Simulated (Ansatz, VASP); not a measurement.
PtSe2 in VASP and in Ansatz

File INCAR:

```
PREC = Accurate
ENCUT = 520
EDIFF = 1E-6
ISMEAR = -1
SIGMA = 0.05
LREAL = F
LASPH = T
NELM = 60
ALGO = Normal
ISIF = 2
LWAVE = F
LCHARG = F
GGA = RP
IVDW = 12
NBANDS = 18
```

KPOINTS

```
regular mesh
0
Gamma
  8 8 5
```

The input POSCAR:

```
PtSe2
1.0
    3.6479786689      0.0000000000      0.0000000000
   -1.8239893344      3.1592421997      0.0000000000
    0.0000000000      0.0000000000      4.9586648823
Pt Se
1 2
Direct
    0.0000000000      0.0000000000      0.0000000000
    0.6666666667      0.3333333333      0.7500000000
    0.3333333333      0.6666666667      0.2500000000
```

Contents of input.yaml:

```yaml
crystal:
  lattice:
    - [3.6479786689, 0.0, 0.0]
    - [-1.8239893344, 3.1592421997, 0.0]
    - [0.0, 0.0, 4.9586648823]
  atoms:
    - { symbol: Pt, position: [0.0, 0.0, 0.0] }
    - { symbol: Se, position: [0.6666666667, 0.3333333333, 0.75] }
    - { symbol: Se, position: [0.3333333333, 0.6666666667, 0.25] }
hamiltonian:
  xc: rpbe
  pseudopotentials: { kind: paw }
  dispersion: d3bj
kpoints:
  mp_grid: { grid: [8, 8, 5] }
scf:
  occupations: { method: fermi_dirac, width: 0.05 }
output:
  forces: true
  stress: true
  eigenvalues: true
```

Alike in both runs: task single point; functional RPBE; dispersion D3(BJ); k mesh 8 × 8 × 5; occupations fermi-dirac, width 0.05 eV; no spin polarisation.

```csv
,VASP,Ansatz
version,VASP 6.6.1,Ansatz 0.2.0
potentials or method,"VASP PAW PBE potentials, release 64 (Pt, Se)",Ansatz PAW
plane-wave cutoff (eV),520,420
valence electrons in the cell,22,50
```

VASP gave:

- gap on the k mesh at the Fermi level (eV): none
- pressure (GPa): -2.2
- traceless stress, the component that is largest in VASP (GPa): -2.00
- rms of the force components (eV/Å): 0.586

Problem. What did Ansatz give for the same quantities?

Solution. gap on the k mesh at the Fermi level (eV): none; pressure (GPa): -2.2; traceless stress, the component that is largest in VASP (GPa): -1.99; rms of the force components (eV/Å): 0.583.

VASP's potentials were made for PBE, not for RPBE. Atom by atom the forces differ by 0.003 eV/Å (rms over components). A gap of «none» marks a metal or a gap that the smearing closes. VASP's potentials hold 22 valence electrons a cell and Ansatz's 50, so a difference there can come from the potentials and not from the codes.

Neither program's run includes spin-orbit coupling.
